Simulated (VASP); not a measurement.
Write the native input for VASP 6.6.1 that does the following.

```
Task                   : single point
Functional             : PBE
Potentials or basis    : VASP PAW PBE potentials, release 64 (V_sv, H)
Cutoff                 : 520 eV
k mesh                 : 6 × 6 × 4
Occupations            : gaussian, width 0.1 eV
Spin                   : collinear spin, ferromagnetic start
Starting moments       : [2.0, 2.0, 2.0, 0.0, 0.0] μB
Dipole correction      : no
Further INCAR settings : ALGO = Normal; EDIFF = 1e-07; NBANDS = 32
```

The structure of V3H2 lies in POSCAR:

```
V3H2
1.0
    3.3290214571      0.0000000000      0.0000000000
   -1.6645107285      2.8830171516      0.0000000000
    0.0000000000      0.0000000000      5.1794166324
V H
3 2
Direct
    0.0000000000      0.0000000000      0.0000000000
    0.3333333333      0.6666666667      0.6450000000
    0.6666666667      0.3333333333      0.3550000000
    0.3333333333      0.6666666667      0.2450000000
    0.6666666667      0.3333333333      0.7550000000
```

The input as run:

INCAR

```
SYSTEM = V3H2
ALGO = Normal
EDIFF = 1E-7
ENCUT = 520
GGA = PE
ISIF = 2
ISMEAR = 0
ISPIN = 2
LASPH = .True.
LCHARG = .False.
LMAXMIX = 4
LORBIT = 11
LREAL = .False.
LWAVE = .False.
MAGMOM = 2 2 2 0 0
NBANDS = 32
NELM = 150
PREC = Accurate
SIGMA = 0.1
```

KPOINTS

```
k-points
0
Gamma
  6 6 4
  0 0 0
```

Potentials or basis: VASP PAW PBE potentials, release 64 (V_sv, H).

The run is started by

```console
$ cat potpaw_PBE.64/V_sv/POTCAR potpaw_PBE.64/H/POTCAR > POTCAR
$ mpirun -np 1 vasp_std > vasp.out
```

Results of the run:

The pressure is -10.0 GPa, the largest force is 1.749 eV/Å and the net moment is 0.00 μB per cell. The valence electrons inside the program's atomic spheres are V 11.48, 11.70 (each value once); H 0.52.

Caveat: the k points lie up to 0.36 Å⁻¹ apart; forces of over 1 eV/Å act on the atoms, so gaps and moduli don't describe the material at rest.

Run time: 49 s on 1 thread of Intel(R) Xeon(R) 6975P-C (Granite Rapids), with other jobs on the host, peak memory 0.22 GiB.
